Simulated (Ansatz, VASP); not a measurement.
One calculation of Cu, two programs

The input POSCAR:

```
Cu
1.0
    2.2490107945      0.0000000000      0.0000000000
   -1.1245053972      1.9477004814      0.0000000000
    0.0000000000      0.0000000000      4.1125710000
Cu
2
Direct
    0.3333333333      0.6666666667      0.2500000000
    0.6666666667      0.3333333333      0.7500000000
```

INCAR.step1

```
SYSTEM = Cu
PREC = Accurate
ENCUT = 520
ISMEAR = 0
SIGMA = 0.15
LREAL = .False.
LASPH = .True.
NELM = 80
NBANDS = 18
GGA = PE
ALGO = Normal
EDIFF = 1E-4
LWAVE = .True.
LCHARG = .False.
```

Contents of INCAR.step2:

```
SYSTEM = Cu
PREC = Accurate
ENCUT = 520
EDIFF = 1E-6
ISMEAR = 0
SIGMA = 0.15
LREAL = .False.
LASPH = .True.
NELM = 80
ALGO = Normal
ISIF = 2
LWAVE = .False.
LCHARG = .False.
METAGGA = R2SCAN
LMIXTAU = .True.
NBANDS = 18
ISTART = 1
```

The input KPOINTS:

```
regular mesh
0
Gamma
  24 24 12
  0 0 0
```

Input for Ansatz:

```yaml
crystal:
  lattice:
    - [2.2490107945, 0.0, 0.0]
    - [-1.1245053972, 1.9477004814, 0.0]
    - [0.0, 0.0, 4.112571]
  atoms:
    - { symbol: Cu, position: [0.3333333333, 0.6666666667, 0.25] }
    - { symbol: Cu, position: [0.6666666667, 0.3333333333, 0.75] }
basis:
  ecutwfc: 500
kpoints:
  mp_grid: { grid: [24, 24, 12] }
hamiltonian:
  xc: r2scan
scf:
  occupations: { method: gaussian, width: 0.15 }
output:
  forces: true
  stress: true
  eigenvalues: true
```

Change from the starting cell: strain -0.1125 x Voigt [1, 1, 0, 0, 0, 0], atoms carried along.

Alike in both runs: task single point; functional r2SCAN; k mesh 24 × 24 × 12; occupations gaussian, width 0.15 eV; no spin polarisation.

```csv
,VASP,Ansatz
version,VASP 6.6.1,Ansatz 0.2.0
potentials or method,"VASP PAW PBE potentials, release 64 (Cu), cutoff 520 eV","scalar-relativistic, plane waves, PAW"
valence electrons in the cell,22,38
```

Ansatz gave:

- gap on the k mesh at the Fermi level (eV): none
- pressure (GPa): 75.4
- traceless stress, the component that is largest in VASP (GPa): -35.86

Problem. Estimate VASP's values.

Solution. gap on the k mesh at the Fermi level (eV): none; pressure (GPa): 76.7; traceless stress, the component that is largest in VASP (GPa): -36.02.

VASP's potentials were made for PBE, not for r2SCAN. A gap of «none» marks a metal or a gap that the smearing closes. Both programs put the cell under a high pressure, so it lies far from rest at this level. VASP's potentials hold 22 valence electrons a cell and Ansatz's 38, so a difference there can come from the potentials and not from the codes.

Noted on VASP's run: the cell as given lies far from equilibrium.
